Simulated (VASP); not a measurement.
# La16HO24 (a cell with a defect) in VASP: further runs

La16HO24 (a cell with a defect) is run at these levels: PBE; tasks: single point.

Program: VASP 6.6.1. These are calculated values, not measurements. Logs are shortened: lines on timing, memory, paths and dates and some standing lists are left out, and cuts for length are marked.

### Step 1. The cell of the first run

The cell holds a defect, 41 atoms: a = 7.881 Å, b = 7.881 Å, c = 12.376 Å, α = 90.00°, β = 90.00°, γ = 120.00°.

### Step 2. Single point, PBE

Input file INCAR:

```
  PREC = Accurate
  ENCUT = 520
  EDIFF = 1E-6
  ISMEAR = -1
  SIGMA = 0.01
  LREAL = Auto
  LASPH = T
  NELM = 60
  ALGO = Normal
  ISIF = 2
  LWAVE = F
  LCHARG = F
  GGA = PE
  NBANDS = 186
  NELECT = 322.0
```

Input file KPOINTS:

```
Automatic mesh
0
Gamma
  1 1 1
  0.25 0.25 0.25
```

Input file POSCAR:

```
La16HO24
1.0
    7.8811453700     -0.0000000600      0.0000000000
   -3.9405726400      6.8252721300      0.0000000000
    0.0000000000      0.0000000000     12.3757188400
La O H
16 24 1
Direct
    0.3255015695      0.1611806824      0.3718953266
    0.1613485143      0.3248573782      0.1282437021
    0.3376052523      0.1664831817      0.8753762218
    0.1667780436      0.3372791540      0.6247635471
    0.3328960670      0.6664110871      0.3812810440
    0.1595404216      0.8396287943      0.1282121888
    0.3345430383      0.6648351793      0.8814279107
    0.1661334265      0.8331146219      0.6246304639
    0.8403669242      0.1593986334      0.3719231230
    0.6666028578      0.3326630787      0.1188603280
    0.8334775193      0.1658039458      0.8754128257
    0.6650057416      0.3341308590      0.6186130357
    0.8383205781      0.6742302670      0.3718933065
    0.6742648612      0.8380199253      0.1283436559
    0.8329536311      0.6617255640      0.8753641013
    0.6619835168      0.8325115734      0.6247365587
    0.3483700280      0.1740129915      0.1756300404
    0.1745242936      0.3480746211      0.3245932662
    0.0003638683     -0.0007497137      0.0028571270
    0.3336191464      0.1654137738      0.6762847563
    0.1657918711      0.3333692733      0.8237336458
   -0.0009087913     -0.0002799888      0.4971774229
    0.3338019924      0.6653687844      0.1687424405
    0.1726524764      0.8266253569      0.3240904267
   -0.0064008278      0.4955077153     -0.0060996053
    0.3333437624      0.6657800500      0.6816166486
    0.1653415407      0.8340096778      0.8237583717
    0.0062075124      0.5037154468      0.5062433206
    0.8269197127      0.1723245648      0.1759741012
    0.6658859663      0.3335591602      0.3315023598
    0.5040008003      0.0056125279     -0.0060855455
    0.8342399868      0.1649337973      0.6762663331
    0.6662132623      0.3330334669      0.8185512398
    0.4952262724     -0.0069928304      0.5063658185
    0.8250578909      0.6509828421      0.1755211174
    0.6512528928      0.8249820567      0.3246258300
    0.5032153111      0.4954581980     -0.0072780419
    0.8336582845      0.6654769163      0.6763021290
    0.6660069937      0.8334844284      0.8238072577
    0.4960946593      0.5030672718      0.5073235811
   -0.0003039647     -0.0004528757      0.2501043406
```

Potentials or basis: VASP PAW PBE potentials, release 64 (La, O, H).

The run is started by

```
cat potpaw_PBE.64/La/POTCAR potpaw_PBE.64/O/POTCAR potpaw_PBE.64/H/POTCAR > POTCAR
mpirun -np 1 vasp_std > vasp.out
```

OUTCAR:

```text
PREC = Accurate
   ENCUT = 520
   EDIFF = 1E-6
   ISMEAR = -1
   LREAL = Auto
   LASPH = T
   NELM = 60
   ISIF = 2
   GGA = PE
   NELECT = 322.0

 ion  position               nearest neighbor table
   1  0.326  0.161  0.372-  24 2.36  30 2.38  18 2.38  17 2.43  22 2.71
   2  0.161  0.325  0.128-  29 2.36  23 2.38  17 2.38  18 2.44  19 2.71
   3  0.338  0.166  0.875-  33 2.35  27 2.36  21 2.40  20 2.46  31 2.67  37 2.67  19 2.79
   4  0.167  0.337  0.625-  26 2.35  32 2.36  20 2.40  21 2.46  28 2.67  40 2.68  22 2.79
   5  0.333  0.666  0.381-  18 2.28  36 2.28  24 2.30  23 2.63  28 2.71  34 2.71  40 2.72
   6  0.160  0.840  0.128-  17 2.36  35 2.36  24 2.43  23 2.43  19 2.67
   7  0.335  0.665  0.881-  39 2.37  21 2.37  27 2.42  26 2.47  37 2.69  31 2.71  25 2.71
   8  0.166  0.833  0.625-  20 2.36  38 2.36  26 2.39  27 2.46  34 2.68  28 2.68  22 2.77
   9  0.840  0.159  0.372-  18 2.36  36 2.36  30 2.43  29 2.43  22 2.67
  10  0.667  0.333  0.119-  17 2.28  35 2.28  29 2.30  30 2.63  25 2.72  31 2.72  37 2.72
  11  0.833  0.166  0.875-  39 2.36  21 2.36  33 2.39  32 2.46  31 2.68  25 2.69  19 2.77
  12  0.665  0.334  0.619-  38 2.37  20 2.37  32 2.42  33 2.47  40 2.69  34 2.71  28 2.71
  13  0.838  0.674  0.372-  24 2.36  30 2.38  36 2.38  35 2.44  22 2.71
  14  0.674  0.838  0.128-  29 2.36  23 2.38  35 2.38  36 2.43  19 2.71
  15  0.833  0.662  0.875-  33 2.35  27 2.36  39 2.40  38 2.46  25 2.67  37 2.68  19 2.79
  16  0.662  0.833  0.625-  26 2.35  32 2.36  38 2.40  39 2.46  34 2.67  40 2.68  22 2.79
  17  0.348  0.174  0.176-  10 2.28   6 2.36   2 2.38   1 2.43
  18  0.175  0.348  0.325-   5 2.28   9 2.36   1 2.38   2 2.44
  19  0.000  0.999  0.003-   6 2.67   2 2.71  14 2.71  11 2.77   3 2.79  15 2.79
  20  0.334  0.165  0.676-   8 2.36  12 2.37   4 2.40   3 2.46
  21  0.166  0.333  0.824-  11 2.36   7 2.37   3 2.40   4 2.46
  22  0.999  1.000  0.497-   9 2.67  13 2.71   1 2.71   8 2.77  16 2.79   4 2.79
  23  0.334  0.665  0.169-  14 2.38   2 2.38   6 2.43   5 2.63
  24  0.173  0.827  0.324-   5 2.30  13 2.36   1 2.36   6 2.43
  25  0.994  0.496  0.994-  15 2.67  11 2.69   7 2.71  10 2.72
  26  0.333  0.666  0.682-   4 2.35  16 2.35   8 2.39   7 2.47
  27  0.165  0.834  0.824-  15 2.36   3 2.36   7 2.42   8 2.46
  28  0.006  0.504  0.506-   4 2.67   8 2.68  12 2.71   5 2.71
[... 10 lines left out ...]
  39  0.666  0.833  0.824-  11 2.36   7 2.37  15 2.40  16 2.46
  40  0.496  0.503  0.507-   4 2.68  16 2.68  12 2.69   5 2.72
  41  1.000  1.000  0.250-

  LATTYP: Found a hexagonal cell.
 ALAT       =     7.8811453700
 C/A-ratio  =     1.5702944507

  Lattice vectors:

 A1 = (   7.8811453700,  -0.0000000600,   0.0000000000)
 A2 = (  -3.9405726400,   6.8252721300,   0.0000000000)
 A3 = (   0.0000000000,   0.0000000000,  12.3757188400)

Analysis of symmetry for initial positions (statically):
=====================================================================
 Subroutine PRICEL returns:
 Original cell was already a primitive cell.

 Routine SETGRP: Setting up the symmetry group for a
 hexagonal supercell.

 Subroutine GETGRP returns: Found  1 space group operations
 (whereof  1 operations were pure point group operations)
 out of a pool of 24 trial point group operations.

The static configuration has the point symmetry C_1 .

Analysis of symmetry for dynamics (positions and initial velocities):
=====================================================================
 Subroutine PRICEL returns:
 Original cell was already a primitive cell.

 Routine SETGRP: Setting up the symmetry group for a
 hexagonal supercell.

 Subroutine GETGRP returns: Found  1 space group operations
 (whereof  1 operations were pure point group operations)
 out of a pool of 24 trial point group operations.

The dynamic configuration has the point symmetry C_1 .

 Subroutine INISYM returns: Found  1 space group operations
 (whereof  1 operations are pure point group operations),
 and found     1 'primitive' translations

[... 46 lines left out ...]
   TEBEG  =    0.0;   TEEND  =   0.0 temperature during run
   PSTRESS=    0.0 pullay stress
   NELECT =     322.0000    total number of electrons
   NUPDOWN=      -1.0000    fix difference up-down
   EMIN   =  10.00;   EMAX   =-10.00  energy-range for DOS
   EFERMI =   0.00;   METHOD = LEGACY
   ISMEAR =    -1;   SIGMA  =   0.01  broadening in eV -4-tet -1-fermi 0-gaus
   EFERMI_NEDOS =   21; number of points for ismear=-14 and -15
   IALGO  =     38    algorithm
   IMIX   =      4    mixing-type and parameters
     AMIX     =   0.40;   BMIX     =  1.00
     AMIX_MAG =   1.60;   BMIX_MAG =  1.00
  volume/ion in A,a.u.               =      16.24       109.57
  Fermi-wavevector in a.u.,A,eV,Ry     =   1.285090  2.428468 22.469427  1.651456
  Thomas-Fermi vector in A             =   2.417245
   LORBIT       =      0    0 simple, 1 ext, 2 COOP (PROOUT), +10 PAW based schemes
   GGA     = PE    functional components
   LHFCALC =     F    Hartree Fock is set to
   AEXX    =    0.0000 exact exchange contribution
   IVDW    =     0    specifies the selected vdW correction
   LEPSILON=     F    determine dielectric tensor
   LRPA    =     F    only Hartree local field effects (RPA)
 non-spin polarized calculation
  energy-cutoff  :      520.00
  volume of cell :      665.70
 maximum number of plane-waves:     17910
 NGX is ok and might be reduce to    60
   NGX = 29   NGY = 29   NGZ = 47

 number of electron     321.9999960 magnetization

 Free energy of the ion-electron system (eV)
  ---------------------------------------------------
  ext. energy  EPLUGINS =         0.00000000
  ---------------------------------------------------
  free energy    TOTEN  =      -329.57543558 eV

  energy without entropy =     -329.57543558  energy(sigma->0) =     -329.57543558

 E-fermi :   6.9663     XC(G=0): -10.4498

 val. band max:        6.6195132179   @ k =  -0.2500  -0.2500   0.2500
 cond. band min:       9.8250588799   @ k =  -0.2500   0.5000   0.2500
 fundamental gap:      3.2055456619
 Fermi energy:         6.9663499886

 k-point     1 :       0.2500    0.2500    0.2500
  band No.  band energies     occupation
      1     -24.0277      2.00000
      2     -23.9617      2.00000
      3     -23.9525      2.00000
      4     -23.9331      2.00000
      5     -23.9026      2.00000
      6     -23.8951      2.00000
[... 1045 lines left out ...]
    172      10.4521      0.00000
    173      10.4838      0.00000
 [bands above 173 left out]

------------------------ aborting loop because EDIFF is reached ----------------------------------------

  FORCE on cell =-STRESS in cart. coord.  units (eV):
  Direction    XX          YY          ZZ          XY          YZ          ZX
  --------------------------------------------------------------------------------------
  -------------------------------------------------------------------------------------
  Total        9.7732317     11.6496305     10.0557604      1.6481778      0.6190018     -1.1082747
  in kB       23.5217177     28.0377393     24.2016935      3.9667507      1.4897821     -2.6673393
  external PRESSURE =      25.2537168 kB  Pullay stress =       0.0000000 kB

 VOLUME and BASIS-vectors are now :
 -----------------------------------------------------------------------------
  energy-cutoff  :      520.00
  volume of cell :      665.70
      direct lattice vectors                 reciprocal lattice vectors
     7.881145370 -0.000000060  0.000000000     0.126885111  0.073257152  0.000000000
    -3.940572640  6.825272130  0.000000000     0.000000001  0.146514305  0.000000000
     0.000000000  0.000000000 12.375718840     0.000000000  0.000000000  0.080803387

 POSITION                                       TOTAL-FORCE (eV/Angst)
 -----------------------------------------------------------------------------------
      1.93018      1.10010      4.60247        -0.109177      0.059580     -0.013591
     -0.00851      2.21724      1.58711         0.110617     -0.059293      0.011231
      2.00468      1.13629     10.83341        -0.135138      0.071482     -0.015548
     -0.01467      2.30202      7.73190         0.126194     -0.080891      0.013061
     -0.00244      4.54844      4.71863        -0.029999      0.017533     -0.018025
     -2.05126      5.73069      1.58672         0.099443     -0.057305      0.011191
[... 33 lines left out ...]
      1.92742      3.43357      6.27849         0.017308     -0.011190      0.000264
      3.93996      6.82218      3.09522         0.001844     -0.000327     -0.000216
 -----------------------------------------------------------------------------------
    total drift:                               -0.002093     -0.007166      0.004015

  FREE ENERGIE OF THE ION-ELECTRON SYSTEM (eV)
  ---------------------------------------------------
  free  energy   TOTEN  =      -329.5754355766 eV

  energy  without entropy=     -329.5754355766  energy(sigma->0) =     -329.57543558
```

Wall time 36 min (1 thread of Intel Xeon Platinum 8375C at 2.90GHz (Ice Lake), shared host); peak memory 1 GiB.

What came out:

```
Free energy   : -329.5754 eV
Largest force : 0.154 eV/Å
```

Forces in eV/Å, atoms in the order of the input:
```
La  -0.109  0.060 -0.014
La   0.111 -0.059  0.011
La  -0.135  0.071 -0.016
La   0.126 -0.081  0.013
La  -0.030  0.018 -0.018
La   0.099 -0.057  0.011
La  -0.119  0.066 -0.007
La   0.119 -0.071  0.030
La  -0.110  0.053 -0.013
La   0.040 -0.022  0.019
La  -0.118  0.069 -0.024
La   0.123 -0.069  0.014
La  -0.110  0.056 -0.015
La   0.108 -0.065  0.005
La  -0.132  0.076 -0.016
La   0.134 -0.073  0.014
O   -0.070 -0.019 -0.012
O    0.017 -0.070  0.007
O   -0.005  0.002  0.005
O   -0.133  0.074 -0.001
O    0.126 -0.079  0.004
O    0.010 -0.003 -0.002
O   -0.131  0.075 -0.007
O    0.118 -0.065  0.005
O   -0.015  0.001 -0.003
O   -0.118  0.076  0.000
O    0.123 -0.073  0.015
O    0.014 -0.003  0.001
O   -0.122  0.078 -0.002
O    0.130 -0.074  0.006
O   -0.013  0.012 -0.003
O   -0.122  0.071 -0.012
O    0.120 -0.067 -0.003
O    0.011 -0.011  0.000
O   -0.012  0.070 -0.006
O    0.067  0.023  0.009
O   -0.017  0.010  0.003
O   -0.124  0.082 -0.002
O    0.130 -0.071  0.001
O    0.017 -0.011  0.000
H    0.002  0.000  0.000
```

Caveat: the cell carries a net charge on a neutralising background, which shifts energy and pressure; the cell is charged against a uniform background, so pressure and absolute levels hang on convention; spin-orbit coupling is left out, which moves the levels of the heavy elements.

(Continued in part 2 of 2.)
